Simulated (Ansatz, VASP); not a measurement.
## One calculation of TiC, two programs

INCAR

```
SYSTEM = TiC
PREC = Accurate
ENCUT = 520
EDIFF = 1E-6
ISMEAR = 0
SIGMA = 0.15
LREAL = .FALSE.
LASPH = .TRUE.
NELM = 80
ALGO = Normal
ISIF = 2
LWAVE = .FALSE.
LCHARG = .TRUE.
GGA = PE
LELF = .TRUE.
LVHAR = .TRUE.
NBANDS = 15
```

File KPOINTS:

```
Automatic mesh
0
G
  18 18 18
  0 0 0
```

Contents of POSCAR:

```
TiC
1.0
    0.0000000000      2.0990800000      2.1964600000
    2.0990800000      0.0000000000      2.1964600000
    2.0990800000      2.0990800000      0.0000000000
Ti C
1 1
Direct
    0.0000000000      0.0000000000      0.0000000000
    0.5000000000      0.5000000000      0.5000000000
```

Input for Ansatz:

```yaml
crystal:
  lattice:
    - [0.0, 2.09908, 2.19646]
    - [2.09908, 0.0, 2.19646]
    - [2.09908, 2.09908, 0.0]
  atoms:
    - { symbol: Ti, position: [0.0, 0.0, 0.0] }
    - { symbol: C, position: [0.5, 0.5, 0.5] }
basis:
  ecutwfc: 420
kpoints:
  mp_grid: { grid: [18, 18, 18] }
hamiltonian:
  xc: pbe
scf:
  occupations: { method: gaussian, width: 0.15 }
output:
  forces: true
  stress: true
  eigenvalues: true
```

Change from the starting cell: strain -0.030 along x and y, +0.015 along z, atoms carried along.

Alike in both runs: task single point; functional PBE; k mesh 18 × 18 × 18; occupations gaussian, width 0.15 eV; no spin polarisation.

|  | VASP | Ansatz |
| --- | --- | --- |
| version | VASP 6.6.1 | Ansatz 0.2.0 |
| potentials or method | VASP PAW PBE potentials, release 64 (Ti_sv, C), cutoff 520 eV | scalar-relativistic, plane waves, PAW |
| valence electrons in the cell | 16 | 16 |

|  | VASP | Ansatz | Ansatz less VASP |
| --- | --- | --- | --- |
| gap on the k mesh at the Fermi level (eV) | none | none | - |
| pressure (GPa) | 15.0 | 14.8 | -0.20 |
| traceless stress, the component that is largest in VASP (GPa) | -13.88 | -13.80 | +0.075 |

A gap of «none» marks a metal or a gap that the smearing closes. The functional is the same, so the differences come from potentials, cutoffs and numerics.
